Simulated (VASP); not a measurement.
Set up this calculation in VASP 6.6.1, as the native input.

- Task: relaxation of cell and atoms
- Functional: r2SCAN
- Potentials or basis: VASP PAW PBE potentials, release 64 (Hf_pv, N)
- Cutoff: 600 eV
- k mesh: 18 × 18 × 8
- Occupations: gaussian, width 0.1 eV
- Spin: no spin polarisation
- Target pressure: 10 GPa
- Dipole correction: no
- Further INCAR settings: ALGO = Normal; EDIFF = 1e-07; IBRION = 2; EDIFFG = -0.008; NSW = 70; ISIF = 3

The system is HfN.

```
CELL_PARAMETERS angstrom
3.10877 0.00000 0.00000
-1.55438 2.69227 0.00000
0.00000 0.00000 5.36378
ATOMIC_POSITIONS crystal
Hf 0.66667 0.33333 0.75000
Hf 0.33333 0.66667 0.25000
N 0.00000 0.00000 0.00000
N 0.00000 0.00000 0.50000
```

The input as run:

POSCAR

```
HfN
1.0
    3.1087657629      0.0000000000      0.0000000000
   -1.5543828815      2.6922701251      0.0000000000
    0.0000000000      0.0000000000      5.3637826434
Hf N
2 2
Direct
    0.6666666667      0.3333333333      0.7500000000
    0.3333333333      0.6666666667      0.2500000000
    0.0000000000      0.0000000000      0.0000000000
    0.0000000000      0.0000000000      0.5000000000
```

INCAR.step1

```
ALGO     = Normal         # electronic algorithm
EDIFF    = 1E-4           # SCF threshold, eV
ENCUT    = 600            # plane-wave cutoff, eV
GGA      = PE             # functional
ISMEAR   = 0              # smearing method
LASPH    = T              # aspherical terms in the spheres
LCHARG   = F              # write CHGCAR
LREAL    = F              # projectors in reciprocal space
LWAVE    = T              # write WAVECAR
NELM     = 80             # most SCF steps
PREC     = Accurate       # precision mode
SIGMA    = 0.1            # smearing width, eV
```

INCAR.step2

```
ALGO     = Normal         # electronic algorithm
EDIFF    = 1E-7           # SCF threshold, eV
EDIFFG   = -0.008         # ionic threshold
ENCUT    = 600            # plane-wave cutoff, eV
IBRION   = 2              # ionic algorithm
ISIF     = 3              # what is computed and relaxed
ISMEAR   = 0              # smearing method
ISTART   = 1            
LASPH    = T              # aspherical terms in the spheres
LCHARG   = F              # write CHGCAR
LMIXTAU  = T            
LREAL    = F              # projectors in reciprocal space
LWAVE    = F              # write WAVECAR
METAGGA  = R2SCAN         # meta-GGA
NELM     = 80             # most SCF steps
NSW      = 70             # ionic steps
PREC     = Accurate       # precision mode
PSTRESS  = 100.0        
SIGMA    = 0.1            # smearing width, eV
```

KPOINTS

```
k-points
0
Gamma
  18 18 8
```

Potentials or basis: VASP PAW PBE potentials, release 64 (Hf_pv, N).

The run is started by

```console
$ cat potpaw_PBE.64/Hf_pv/POTCAR potpaw_PBE.64/N/POTCAR > POTCAR
$ cp INCAR.step1 INCAR
$ mpirun -np 1 vasp_std > vasp.out
$ cp INCAR.step2 INCAR
$ mpirun -np 1 vasp_std > vasp.out
```

It gave:

The relaxed volume is 11.14 Å³/atom and the relaxed cell is a = 3.101 Å, b = 3.101 Å, c = 5.351 Å, α = 90.00°, β = 90.00°, γ = 120.00°. The space group after relaxing (to 0.05 Å) is P6_3/mmc (No. 194), the energy change on relaxing (the enthalpy is what falls) is +4.7 meV/atom and the ionic steps are 3. The pressure after relaxing is 10.0 GPa and the band gap on the k mesh is zero (band 15 reaches 10.34 eV, above the bottom of band 16 at 7.78 eV).

Caveat: the cell is relaxed towards a set pressure, so the enthalpy falls and the energy may rise; the PAW data sets were made with another functional, which shifts forces and pressure a little; spin-orbit coupling is left out, which moves the levels of the heavy elements.

It took 29 min on 1 thread of Intel Xeon 6975P-C, with other jobs on the host, peak memory 0.35 GiB.
